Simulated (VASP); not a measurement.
# ZnO (P6_3mc) in VASP: a series of runs

The runs below take ZnO through single point, with r2SCAN.

All numbers are computed with VASP 6.6.1; they aren't measurements. Logs are shortened: lines on timing, memory, paths and dates and some standing lists are left out, and cuts for length are marked.

**1. The cell of the first run**

It takes space group P6_3mc (No. 186, hexagonal). Conventional cell: a = 3.326 Å, b = 3.326 Å, c = 4.930 Å, α = 90.00°, β = 90.00°, γ = 120.00°. Zn (site symmetry 3m) has 4 O at 1.87 to 2.01 Å within 2.5 Å. Within 2.5 Å of O (site symmetry 3m) lie 4 Zn at 1.87 to 2.01 Å.

**2. Single point, r2SCAN**

Input file POSCAR:

```
ZnO
1.0
    3.3263805966      0.0000000000      0.0000000000
   -1.6631902983      2.8807300993      0.0000000000
    0.0000000000      0.0000000000      4.9296296981
Zn O
2 2
Direct
    0.3333333333      0.6666666667      0.0012360745
    0.6666666667      0.3333333333      0.5012360745
    0.3333333333      0.6666666667      0.3808639255
    0.6666666667      0.3333333333      0.8808639255
```

Input file INCAR.step1:

```
ALGO = Normal
EDIFF = 1E-4
ENCUT = 520
GGA = PE
ISMEAR = 0
LASPH = True
LCHARG = False
LREAL = False
LWAVE = True
NBANDS = 26
NELM = 60
PREC = Accurate
SIGMA = 0.05
```

Input file INCAR.step2:

```
ALGO = Normal
EDIFF = 1E-6
ENCUT = 520
ISIF = 2
ISMEAR = 0
ISTART = 1
LASPH = True
LCHARG = False
LMIXTAU = True
LREAL = False
LWAVE = False
METAGGA = R2SCAN
NBANDS = 26
NELM = 60
PREC = Accurate
SIGMA = 0.05
```

Input file KPOINTS:

```
k-points
0
Gamma
  12 12 6
```

Potentials or basis: VASP PAW PBE potentials, release 64 (Zn, O).

Command:

```sh
> cat potpaw_PBE.64/Zn/POTCAR potpaw_PBE.64/O/POTCAR > POTCAR
> cp INCAR.step1 INCAR
> mpirun -np 1 vasp_std > vasp.out
> cp INCAR.step2 INCAR
> mpirun -np 1 vasp_std > vasp.out
```

OUTCAR:

```text
EDIFF = 1E-6
   ENCUT = 520
   ISIF = 2
   ISMEAR = 0
   ISTART = 1
   LASPH = True
   LREAL = False
   METAGGA = R2SCAN
   NELM = 60
   PREC = Accurate

 ion  position               nearest neighbor table
   1  0.333  0.667  0.001-   3 1.87   4 2.01   4 2.01   4 2.01
   2  0.667  0.333  0.501-   4 1.87   3 2.01   3 2.01   3 2.01
   3  0.333  0.667  0.381-   1 1.87   2 2.01   2 2.01   2 2.01
   4  0.667  0.333  0.881-   2 1.87   1 2.01   1 2.01   1 2.01

  LATTYP: Found a hexagonal cell.
 ALAT       =     3.3263805966
 C/A-ratio  =     1.4819800546

  Lattice vectors:

 A1 = (   3.3263805966,   0.0000000000,   0.0000000000)
 A2 = (  -1.6631902983,   2.8807300993,   0.0000000000)
 A3 = (   0.0000000000,   0.0000000000,   4.9296296981)

Analysis of symmetry for initial positions (statically):
=====================================================================
 Subroutine PRICEL returns:
 Original cell was already a primitive cell.

 Routine SETGRP: Setting up the symmetry group for a
 hexagonal supercell.

 Subroutine GETGRP returns: Found 12 space group operations
 (whereof  6 operations were pure point group operations)
 out of a pool of 24 trial point group operations.

The static configuration has the point symmetry C_3v.
 The point group associated with its full space group is C_6v.

Analysis of symmetry for dynamics (positions and initial velocities):
=====================================================================
 Subroutine PRICEL returns:
 Original cell was already a primitive cell.

 Routine SETGRP: Setting up the symmetry group for a
 hexagonal supercell.

 Subroutine GETGRP returns: Found 12 space group operations
 (whereof  6 operations were pure point group operations)
 out of a pool of 24 trial point group operations.

The dynamic configuration has the point symmetry C_3v.
 The point group associated with its full space group is C_6v.

 Subroutine INISYM returns: Found 12 space group operations
 (whereof  6 operations are pure point group operations),
 and found     1 'primitive' translations

----------------------------------------------------------------------------------------

                                     Primitive cell

[... 84 lines left out ...]
 SYSTEM =  unknown system
   PREC   = accura    normal or accurate (medium, high low for compatibility)
   ISTART =      1    job   : 0-new  1-cont  2-samecut
   ICHARG =      0    charge: 1-file 2-atom 10-const
   ISPIN  =      1    spin polarized calculation?
   LNONCOLLINEAR =      F non collinear calculations
   LSORBIT =      F    spin-orbit coupling
   LASPH  =      T    aspherical Exc in radial PAW
   ENCUT  =  520.0 eV  38.22 Ry    6.18 a.u.   6.18  6.18  9.17*2*pi/ulx,y,z
   NELM   =     60;   NELMIN=  2; NELMDL=  0     # of ELM steps
   EDIFF  = 0.1E-05   stopping-criterion for ELM
   LREAL  =      F    real-space projection
   EDIFFG = 0.1E-04   stopping-criterion for IOM
   NSW    =      0    number of steps for IOM
   IBRION =     -1    ionic relax: 0-MD 1-quasi-New 2-CG
   NFREE  =      0    steps in history (QN), initial steepest desc. (CG)
   ISIF   =      2    stress and relaxation
   ISYM   =      2    0-nonsym 1-usesym 2-fastsym
   POTIM  = 0.5000    time-step for ionic-motion
   TEBEG  =    0.0;   TEEND  =   0.0 temperature during run
   PSTRESS=    0.0 pullay stress
   NELECT =      36.0000    total number of electrons
   NUPDOWN=      -1.0000    fix difference up-down
   EMIN   =  10.00;   EMAX   =-10.00  energy-range for DOS
   EFERMI =   0.00;   METHOD = LEGACY
   ISMEAR =     0;   SIGMA  =   0.05  broadening in eV -4-tet -1-fermi 0-gaus
   EFERMI_NEDOS =   21; number of points for ismear=-14 and -15
   IALGO  =     38    algorithm
   IMIX   =      4    mixing-type and parameters
     AMIX     =   0.40;   BMIX     =  1.00
     AMIX_MAG =   1.60;   BMIX_MAG =  1.00
  volume/ion in A,a.u.               =      11.81        79.69
  Fermi-wavevector in a.u.,A,eV,Ry     =   1.495361  2.825823 30.424051  2.236105
  Thomas-Fermi vector in A             =   2.607516
   LORBIT       =      0    0 simple, 1 ext, 2 COOP (PROOUT), +10 PAW based schemes
   METAGGA = R2SCAN    functional components
   LHFCALC =     F    Hartree Fock is set to
   AEXX    =    0.0000 exact exchange contribution
   IVDW    =     0    specifies the selected vdW correction
   LEPSILON=     F    determine dielectric tensor
   LRPA    =     F    only Hartree local field effects (RPA)
 non-spin polarized calculation
 Gauss-broadening in eV      SIGMA  =   0.05
  energy-cutoff  :      520.00
  volume of cell :       47.24
 maximum number of plane-waves:      1288
 NGX is ok and might be reduce to    28

 number of electron      36.0000008 magnetization

 Free energy of the ion-electron system (eV)
  ---------------------------------------------------
  ext. energy  EPLUGINS =         0.00000000
  ---------------------------------------------------
  free energy    TOTEN  =       -36.13816480 eV

  energy without entropy =      -36.13816480  energy(sigma->0) =      -36.13816480

 E-fermi :   1.1635     XC(G=0): -11.6979

 val. band max:        0.9128562821   @ k =   0.0000   0.0000   0.0000
 cond. band min:       2.1635616912   @ k =   0.0000   0.0000   0.0000
 fundamental gap:      1.2507054091
 Fermi energy:         1.1634599263

 k-point     1 :       0.0000    0.0000    0.0000
  band No.  band energies     occupation
      1     -18.2472      2.00000
      2     -17.4222      2.00000
      3      -4.9023      2.00000
      4      -4.9022      2.00000
      5      -4.8987      2.00000
      6      -4.6623      2.00000
[... 685 lines left out ...]
     25      14.8328      0.00000
     26      15.4095      0.00000

 [... further k-points ...]
[... 5 lines left out ...]
  --------------------------------------------------------------------------------------
  -------------------------------------------------------------------------------------
  Total       -1.3963734     -1.3963734      5.1674823      0.0000000      0.0000000     -0.0000000
  in kB      -47.3612712    -47.3612712    175.2672491      0.0000000      0.0000000     -0.0000000
  external PRESSURE =      26.8482355 kB  Pullay stress =       0.0000000 kB

 VOLUME and BASIS-vectors are now :
 -----------------------------------------------------------------------------
  energy-cutoff  :      520.00
  volume of cell :       47.24
      direct lattice vectors                 reciprocal lattice vectors
     3.326380597  0.000000000  0.000000000     0.300627054  0.173567111  0.000000000
    -1.663190298  2.880730099  0.000000000     0.000000000  0.347134221  0.000000000
     0.000000000  0.000000000  4.929629698     0.000000000  0.000000000  0.202854993

 POSITION                                       TOTAL-FORCE (eV/Angst)
 -----------------------------------------------------------------------------------
     -0.00000      1.92049      0.00609        -0.000000      0.000000     -1.090888
      1.66319      0.96024      2.47091         0.000000      0.000000     -1.090888
     -0.00000      1.92049      1.87752         0.000000      0.000000      1.090888
      1.66319      0.96024      4.34233         0.000000      0.000000      1.090888
 -----------------------------------------------------------------------------------
    total drift:                               -0.000000      0.000000      0.060730

  FREE ENERGIE OF THE ION-ELECTRON SYSTEM (eV)
  ---------------------------------------------------
  free  energy   TOTEN  =       -36.1381647977 eV

  energy  without entropy=      -36.1381647977  energy(sigma->0) =      -36.13816480
```

OUTCAR.step1:

```text
EDIFF = 1E-4
   ENCUT = 520
   GGA = PE
   ISMEAR = 0
[... 928 lines left out ...]
     -0.00000      1.92049      0.00609         0.000000      0.000000     -1.112828
      1.66319      0.96024      2.47091        -0.000000      0.000000     -1.112828
     -0.00000      1.92049      1.87752         0.000000      0.000000      1.112828
      1.66319      0.96024      4.34233         0.000000     -0.000000      1.112828
 -----------------------------------------------------------------------------------
    total drift:                               -0.000000     -0.000000     -0.000254

  FREE ENERGIE OF THE ION-ELECTRON SYSTEM (eV)
  ---------------------------------------------------
  free  energy   TOTEN  =       -17.6295378613 eV

  energy  without entropy=      -17.6295378613  energy(sigma->0) =      -17.62953786
```

OSZICAR.step1:

```text
N       E                     dE             d eps       ncg     rms          rms(c)
DAV:   1     0.297296221646E+03    0.29730E+03   -0.18326E+04  4008   0.203E+03
DAV:   2     0.106389066930E+02   -0.28666E+03   -0.26931E+03  4204   0.412E+02
DAV:   3    -0.203255794220E+02   -0.30964E+02   -0.30570E+02  4360   0.139E+02
DAV:   4    -0.209141733602E+02   -0.58859E+00   -0.58734E+00  4354   0.195E+01
DAV:   5    -0.209170358815E+02   -0.28625E-02   -0.28624E-02  4236   0.141E+00    0.152E+01
DAV:   6    -0.174531642758E+02    0.34639E+01   -0.65602E+00  6256   0.617E+01    0.932E+00
DAV:   7    -0.176682097811E+02   -0.21505E+00   -0.29955E+00  4018   0.171E+01    0.556E+00
DAV:   8    -0.176786487948E+02   -0.10439E-01   -0.49877E-01  5818   0.753E+00    0.165E+00
DAV:   9    -0.176266875096E+02    0.51961E-01   -0.10394E-01  5736   0.640E+00    0.296E-01
DAV:  10    -0.176294604412E+02   -0.27729E-02   -0.37811E-02  4000   0.133E+00    0.134E-01
DAV:  11    -0.176295378613E+02   -0.77420E-04   -0.54242E-04  4216   0.204E-01
   1 F= -.17629538E+02 E0= -.17629538E+02  d E =-.692894E-11
```

Wall time 4.8 min (1 thread of Intel Xeon 6975P-C, shared host); peak memory 0.23 GiB.

What came out:

* Free energy: -36.1382 eV
* Pressure: 2.7 GPa
* Largest force: 1.091 eV/Å
* Band gap on the k mesh: 1.25 eV, direct

Forces in eV/Å, atoms in the order of the input:
```
Zn   0.000  0.000 -1.091
Zn   0.000  0.000 -1.091
O    0.000  0.000  1.091
O    0.000  0.000  1.091
```

Stress tensor (GPa, compression positive):
```
-4.74  0.00  0.00
 0.00 -4.74  0.00
 0.00  0.00 17.53
```

Levels at points of the mesh, in eV from the valence-band top:
```csv
k point,band 14,band 15,band 16,band 17,band 18,band 19,band 20,band 21,band 22,band 23
"(0.00, 0.00, 0.00)",-1.11,-1.11,-0.07,-0.07,0.00,1.25,5.61,9.64,12.99,12.99
"(0.50, 0.00, 0.00)",-3.42,-2.85,-2.63,-1.24,-0.80,6.30,7.17,8.64,8.82,12.30
"(0.00, 0.00, 0.50)",-2.04,-0.57,-0.57,-0.57,-0.57,4.03,4.03,11.55,11.55,13.26
"(0.50, 0.00, 0.50)",-3.68,-1.63,-1.63,-1.14,-1.14,6.34,6.34,9.01,9.01,12.39
```

Caveat: the PAW data sets were made with another functional, which shifts forces and pressure a little.

**3. Single point, r2SCAN**

This run uses another cell than the first one, of the same volume but with other edges.

Input file POSCAR:

```
ZnO
1.0
    3.1340336325      0.0000000000      0.0000000000
   -1.5670168162      2.7141527420      0.0000000000
    0.0000000000      0.0000000000      5.5532965947
Zn O
2 2
Direct
    0.3333333333      0.6666666667      0.0012360745
    0.6666666667      0.3333333333      0.5012360745
    0.3333333333      0.6666666667      0.3808639255
    0.6666666667      0.3333333333      0.8808639255
```

Changes to INCAR.step1 since step 2:

```diff
@@ -10,3 +10,3 @@
 NBANDS = 26
-NELM = 60
+NELM = 80
 PREC = Accurate
```

Input file INCAR.step2:

```
ALGO = Normal
EDIFF = 1E-6
ENCUT = 520
ISIF = 2
ISMEAR = 0
ISTART = 1
LASPH = True
LCHARG = True
LELF = True
LMIXTAU = True
LREAL = False
LVHAR = True
LWAVE = False
METAGGA = R2SCAN
NBANDS = 26
NELM = 80
PREC = Accurate
SIGMA = 0.05
```

KPOINTS is that of step 2.

Potentials or basis: VASP PAW PBE potentials, release 64 (Zn, O).

Command:

```sh
> cat potpaw_PBE.64/Zn/POTCAR potpaw_PBE.64/O/POTCAR > POTCAR
> cp INCAR.step1 INCAR
> mpirun -np 1 vasp_std > vasp.out
> cp INCAR.step2 INCAR
> mpirun -np 1 vasp_std > vasp.out
```

OUTCAR:

```text
EDIFF = 1E-6
   ENCUT = 520
   ISIF = 2
   ISMEAR = 0
   ISTART = 1
   LASPH = True
   LREAL = False
   METAGGA = R2SCAN
   NELM = 80
   PREC = Accurate

 ion  position               nearest neighbor table
   1  0.333  0.667  0.001-   4 1.93   4 1.93   4 1.93   3 2.11
   2  0.667  0.333  0.501-   3 1.93   3 1.93   3 1.93   4 2.11
   3  0.333  0.667  0.381-   2 1.93   2 1.93   2 1.93   1 2.11
   4  0.667  0.333  0.881-   1 1.93   1 1.93   1 1.93   2 2.11

  LATTYP: Found a hexagonal cell.
[... 890 lines left out ...]
     25      15.6433      0.00000
     26      16.3021      0.00000

 [... further k-points ...]
[... 5 lines left out ...]
  --------------------------------------------------------------------------------------
  -------------------------------------------------------------------------------------
  Total        2.9358010      2.9358010     -3.2127851      0.0000000      0.0000000      0.0000000
  in kB       99.5745586     99.5745586   -108.9691228      0.0000000      0.0000000      0.0000000
  external PRESSURE =      30.0599981 kB  Pullay stress =       0.0000000 kB

 VOLUME and BASIS-vectors are now :
 -----------------------------------------------------------------------------
  energy-cutoff  :      520.00
  volume of cell :       47.24
      direct lattice vectors                 reciprocal lattice vectors
     3.134033632  0.000000000  0.000000000     0.319077622  0.184219551  0.000000000
    -1.567016816  2.714152742  0.000000000     0.000000000  0.368439102  0.000000000
     0.000000000  0.000000000  5.553296595     0.000000000  0.000000000  0.180073220

 POSITION                                       TOTAL-FORCE (eV/Angst)
 -----------------------------------------------------------------------------------
     -0.00000      1.80944      0.00686        -0.000000      0.000000      0.638082
      1.56702      0.90472      2.78351         0.000000     -0.000000      0.638082
     -0.00000      1.80944      2.11505         0.000000     -0.000000     -0.638082
      1.56702      0.90472      4.89170         0.000000     -0.000000     -0.638082
 -----------------------------------------------------------------------------------
    total drift:                                0.000001      0.000001     -0.048538

  FREE ENERGIE OF THE ION-ELECTRON SYSTEM (eV)
  ---------------------------------------------------
  free  energy   TOTEN  =       -36.1143225574 eV

  energy  without entropy=      -36.1143225574  energy(sigma->0) =      -36.11432256
```

OUTCAR.step1:

```text
EDIFF = 1E-4
   ENCUT = 520
   GGA = PE
   ISMEAR = 0
[... 928 lines left out ...]
     -0.00000      1.80944      0.00686         0.000000     -0.000000      0.711549
      1.56702      0.90472      2.78351        -0.000000      0.000000      0.711549
     -0.00000      1.80944      2.11505        -0.000000     -0.000000     -0.711549
      1.56702      0.90472      4.89170         0.000000      0.000000     -0.711549
 -----------------------------------------------------------------------------------
    total drift:                                0.000000      0.000001     -0.004059

  FREE ENERGIE OF THE ION-ELECTRON SYSTEM (eV)
  ---------------------------------------------------
  free  energy   TOTEN  =       -17.6081996510 eV

  energy  without entropy=      -17.6081996510  energy(sigma->0) =      -17.60819965
```

OSZICAR.step1:

```text
N       E                     dE             d eps       ncg     rms          rms(c)
DAV:   1     0.297882115349E+03    0.29788E+03   -0.18193E+04  4026   0.202E+03
DAV:   2     0.116979529373E+02   -0.28618E+03   -0.26870E+03  4080   0.413E+02
DAV:   3    -0.202817899874E+02   -0.31980E+02   -0.31546E+02  4392   0.140E+02
DAV:   4    -0.209160667637E+02   -0.63428E+00   -0.63278E+00  4370   0.202E+01
DAV:   5    -0.209192346265E+02   -0.31679E-02   -0.31676E-02  4420   0.148E+00    0.153E+01
DAV:   6    -0.174341339475E+02    0.34851E+01   -0.68513E+00  6284   0.622E+01    0.946E+00
DAV:   7    -0.176478114741E+02   -0.21368E+00   -0.29973E+00  4068   0.171E+01    0.561E+00
DAV:   8    -0.176583657717E+02   -0.10554E-01   -0.52607E-01  5930   0.761E+00    0.168E+00
DAV:   9    -0.176052749305E+02    0.53091E-01   -0.10980E-01  5888   0.652E+00    0.301E-01
DAV:  10    -0.176081459965E+02   -0.28711E-02   -0.39450E-02  4018   0.135E+00    0.133E-01
DAV:  11    -0.176081996510E+02   -0.53655E-04   -0.55072E-04  4244   0.217E-01
   1 F= -.17608200E+02 E0= -.17608200E+02  d E =-.471872E-14
```

Wall time 3.1 min (1 thread of Intel Xeon 6975P-C, shared host); peak memory 0.22 GiB.

What came out:

* Free energy: -36.1143 eV
* Pressure: 3.0 GPa
* Largest force: 0.638 eV/Å
* Band gap on the k mesh: 1.02 eV, direct

Forces on the atoms (eV/Å):
```
Zn   0.000  0.000  0.638
Zn   0.000  0.000  0.638
O    0.000  0.000 -0.638
O    0.000  0.000 -0.638
```

Caveat: the PAW data sets were made with another functional, which shifts forces and pressure a little.
